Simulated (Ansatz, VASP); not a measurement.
# KBr: VASP beside Ansatz

INCAR

```
SYSTEM = KBr
  ALGO = Normal
  EDIFF = 1E-6
  ENCUT = 520
  GGA = PE
  ISIF = 2
  ISMEAR = -1
  LASPH = .TRUE.
  LCHARG = .TRUE.
  LELF = .TRUE.
  LREAL = .FALSE.
  LVHAR = .TRUE.
  LWAVE = .FALSE.
  NBANDS = 15
  NELM = 60
  PREC = Accurate
  SIGMA = 0.02
```

Contents of KPOINTS:

```
k-points
0
G
  6 6 6
  0 0 0
```

The input POSCAR:

```
KBr
1.0
    3.8625344111      0.0000000000      0.0000000000
    0.0000000000      3.8625344111      0.0000000000
    0.0000000000      0.0000000000      3.9762553130
K Br
1 1
Direct
    0.0000000000      0.0000000000      0.0000000000
    0.5000000000      0.5000000000      0.5000000000
```

Input for Ansatz:

```yaml
crystal:
  lattice:
    - [3.8625344111, 0.0, 0.0]
    - [0.0, 3.8625344111, 0.0]
    - [0.0, 0.0, 3.976255313]
  atoms:
    - { symbol: K, position: [0.0, 0.0, 0.0] }
    - { symbol: Br, position: [0.5, 0.5, 0.5] }
kpoints:
  mp_grid: { grid: [6, 6, 6] }
  band_path:
    path: [[0.0, 0.0, 0.0], [0.0, 0.5, 0.0], [0.5, 0.5, 0.0], [0.5, 0.5, 0.5]]
    npoints: 1
hamiltonian:
  xc: pbe
scf:
  occupations: { method: fermi_dirac, width: 0.02 }
  n_extra_bands: 4
output:
  forces: true
  stress: true
  eigenvalues: true
```

Change from the starting cell: biaxial_xy strain -2.9%.

Alike in both runs: task single point; functional PBE; k mesh 6 × 6 × 6; occupations fermi-dirac, width 0.02 eV; no spin polarisation.

|  | VASP | Ansatz |
| --- | --- | --- |
| version | VASP 6.6.1 | Ansatz 0.2.0 |
| potentials or method | VASP PAW PBE potentials, release 64 (K_sv, Br) | plane waves, PAW |
| plane-wave cutoff (eV) | 520 | 420 |
| valence electrons in the cell | 16 | 16 |

|  | VASP | Ansatz | Ansatz less VASP |
| --- | --- | --- | --- |
| gap on the k mesh at the Fermi level (eV) | 4.16 | 4.16 | +0.001 |
| pressure (GPa) | 2.2 | 2.1 | -0.06 |
| traceless stress, the component that is largest in VASP (GPa) | -0.79 | -0.79 | -0.001 |

With one functional, cell and mesh, what is left measures potentials, basis and numerics.
